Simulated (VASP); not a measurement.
# Ho3O: single point with PBE

Crystal: Ho3O.

```
CELL_PARAMETERS angstrom
5.74179 0.00000 0.00000
0.00000 5.74179 0.00000
0.00000 0.00000 5.74179
ATOMIC_POSITIONS crystal
Ho 0.50000 0.25000 0.00000
Ho 0.50000 0.75000 0.00000
Ho 0.25000 0.00000 0.50000
Ho 0.75000 0.00000 0.50000
Ho 0.00000 0.50000 0.25000
Ho 0.00000 0.50000 0.75000
O 0.50000 0.50000 0.50000
O 0.00000 0.00000 0.00000
```

The cell was built from a structure type or drawn by symmetry, and may not be a known phase.

```
Program                : VASP 6.6.1
Task                   : single point
Functional             : PBE
Potentials or basis    : VASP PAW PBE potentials, release 64 (Ho_3, O), 4f in core
Cutoff                 : 600 eV
k mesh                 : 4 × 4 × 4
Occupations            : gaussian, width 0.1 eV
Spin                   : no spin polarisation
Dipole correction      : no
Mended                 : yes
Further INCAR settings : ALGO = Normal; EDIFF = 1e-06; NBANDS = 43
```

| Property | Result |
| --- | --- |
| Pressure | 1.0 GPa |
| Band gap on the k mesh | zero (bands 33 and 34 overlap by 1.05 eV) |

Levels at points of the mesh, in eV from the Fermi level:
```csv
k point,band 29,band 30,band 31,band 32,band 33,band 34,band 35,band 36
"(0.00, 0.00, 0.00)",-1.74,-1.12,-1.12,-1.12,-0.34,0.13,0.85,0.85
"(0.50, 0.00, 0.00)",-1.20,-1.20,-0.82,-0.82,0.01,0.01,0.05,0.05
"(0.50, 0.50, 0.00)",-1.22,-0.97,-0.43,-0.29,0.03,0.03,0.11,0.42
"(0.50, 0.50, 0.50)",-0.81,-0.81,-0.81,-0.81,0.98,0.98,0.98,0.98
```

Run time: 82 s on 1 thread of Intel(R) Xeon(R) Platinum 8488C (Sapphire Rapids), with other jobs on the host, peak memory 0.36 GiB.

Caveat: spin-orbit coupling is left out, which moves the levels of the heavy elements; the 4f electrons are frozen in the core, so they carry no moment and show no levels; the run has no spin polarisation, though such a crystal can be magnetic. With open d or f shells a metallic result of PBE can be an artefact of self-interaction; +U or a hybrid may open a gap.
